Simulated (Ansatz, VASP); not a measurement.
## SrO in VASP and in Ansatz

```
Sr O
1.0
     3.67348    0.00000    0.00000
     0.00000    3.67348    0.00000
     0.00000    0.00000    5.19508
Sr O
2 2
Direct
  0.00000 0.00000 0.00000
  0.50000 0.50000 0.50000
  0.50000 0.50000 0.00000
  0.00000 0.00000 0.50000
```

Alike in both runs: task single point; functional PBE; k mesh 6 × 6 × 4; occupations gaussian, width 0.1 eV; no spin polarisation.

```csv
,VASP,Ansatz
version,VASP 6.6.1,Ansatz 0.2.0
potentials or method,"VASP PAW PBE potentials, release 64 (Sr_sv, O), cutoff 600 eV","scalar-relativistic, plane waves, PAW"
valence electrons in the cell,32,32
```

Ansatz gave:

* gap on the k mesh at the Fermi level (eV): 3.33
* least direct gap on the mesh (eV): 3.33
* pressure (GPa): 0.0

Question: Estimate VASP's values.

Answer: gap on the k mesh at the Fermi level (eV): 3.28; least direct gap on the mesh (eV): 3.28; pressure (GPa): 0.4.

With one functional, cell and mesh, what is left measures potentials, basis and numerics.
